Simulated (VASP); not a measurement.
Input of a VASP 6.6.1 run:

INCAR

```
SYSTEM = Al9O
  ALGO = Normal
  DIPOL = 0.5 0.5 0.419
  EDIFF = 1E-7
  EDIFFG = -0.025
  ENCUT = 520
  GGA = PE
  GGA_COMPAT = .False.
  IBRION = 2
  IDIPOL = 3
  ISIF = 2
  ISMEAR = 0
  LASPH = .True.
  LCHARG = .False.
  LDIPOL = .True.
  LREAL = .False.
  LWAVE = .False.
  NELM = 120
  NELMDL = -8
  NELMIN = 4
  NSW = 36
  PREC = Accurate
  SIGMA = 0.1
```

Contents of KPOINTS:

```
k-points
0
Gamma
  9 9 1
  0 0 0
```

File POSCAR:

```
Al9O
1.0
    2.8535431555      0.0000000000      0.0000000000
   -1.4267715777      2.4712408634      0.0000000000
    0.0000000000      0.0000000000     34.2605579378
Al O
9 1
Selective dynamics
Direct
    0.3333333333      0.6666666667      0.1167523310  F F F
    0.0000000000      0.0000000000      0.1852090283  F F F
    0.6666666667      0.3333333333      0.2536657256  F F F
    0.0000000000      0.0000000000      0.3221224229  F F F
    0.3333333333      0.6666666667      0.3899858424  F F F
    0.0000000000      0.0000000000      0.4578168570  F F F
    0.6666666667      0.3333333333      0.5268325032  F F F
    0.0000000000      0.0000000000      0.5950901729  F F F
    0.3333333333      0.6666666667      0.6643370484  F F F
    0.6666666667      1.3333333333      0.6807996340  F F T
```

Potentials or basis: VASP PAW PBE potentials, release 64 (Al, O).

Run with:

```console
$ cat potpaw_PBE.64/Al/POTCAR potpaw_PBE.64/O/POTCAR > POTCAR
$ mpirun -np 1 vasp_std > vasp.out
```

Task: Estimate the energy gained by relaxing.

Result: 21.3 meV/atom.

Final structure:
```
CELL_PARAMETERS angstrom
2.85354 0.00000 0.00000
-1.42677 2.47124 0.00000
0.00000 0.00000 34.26056
ATOMIC_POSITIONS crystal
Al 0.33333 0.66667 0.11675
Al 0.00000 0.00000 0.18521
Al 0.66667 0.33333 0.25367
Al 0.00000 0.00000 0.32212
Al 0.33333 0.66667 0.38999
Al 0.00000 0.00000 0.45782
Al 0.66667 0.33333 0.52683
Al 0.00000 0.00000 0.59509
Al 0.33333 0.66667 0.66434
O 0.66667 0.33333 0.68552
```

Caveat: the highest band is partly filled, so the run has too few bands.
